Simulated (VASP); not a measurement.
A run of VASP 6.6.1 is set up as follows.

Contents of POSCAR:

```
Si7Ge
1.0
    5.4679684317      0.0000000000      0.0000000000
    0.0000000000      4.9211715885      0.0000000000
    0.0000000000      0.0000000000      5.4679684317
Si Ge
7 1
Direct
    0.2524307582      0.2524307582      0.2524307582
    0.0000000000      0.5000000000      0.5000000000
    0.5000000000      0.5000000000      0.0000000000
    0.5000000000      0.0000000000      0.5000000000
    0.7475692418      0.2524307582      0.7475692418
    0.7475692418      0.7475692418      0.2524307582
    0.2524307582      0.7475692418      0.7475692418
    0.0000000000      0.0000000000      0.0000000000
```

Contents of INCAR.step1:

```
SYSTEM = Si7Ge
PREC = Accurate
ENCUT = 520
ISMEAR = 0
SIGMA = 0.05
LREAL = .False.
LASPH = .True.
NELM = 100
NBANDS = 31
GGA = PE
ALGO = Normal
EDIFF = 1E-4
LWAVE = .True.
LCHARG = .False.
```

Contents of INCAR.step2:

```
SYSTEM = Si7Ge
PREC = Accurate
ENCUT = 520
EDIFF = 1E-6
ISMEAR = 0
SIGMA = 0.05
LREAL = .False.
LASPH = .True.
NELM = 100
ALGO = Normal
ISIF = 2
LWAVE = .False.
LCHARG = .False.
METAGGA = R2SCAN
LMIXTAU = .True.
NBANDS = 31
ISTART = 1
```

KPOINTS

```
Automatic mesh
0
Gamma
  6 6 6
  0 0 0
```

Potentials or basis: VASP PAW PBE potentials, release 64 (Si, Ge_d).

The run is started by

```sh
$ cat potpaw_PBE.64/Si/POTCAR potpaw_PBE.64/Ge_d/POTCAR > POTCAR
$ cp INCAR.step1 INCAR
$ mpirun -np 1 vasp_std > vasp.out
$ cp INCAR.step2 INCAR
$ mpirun -np 1 vasp_std > vasp.out
```

(1) Estimate the pressure.

(2) Estimate the band gap on the k mesh.

(3) Predict the largest force.

Results:

(1) 11.5 GPa.

(2) zero (bands 21 and 22 overlap by 0.18 eV).

(3) 0.058 eV/Å.

Caveat: the cell differs from its parent crystal (strain -0.1000 x Voigt [0, 1, 0, 0, 0, 0]); the stress differs along the axes, from 9 to 17 GPa; semilocal functionals underestimate gaps, and a narrow one can read as zero; the PAW data sets were made with another functional, which shifts forces and pressure a little.
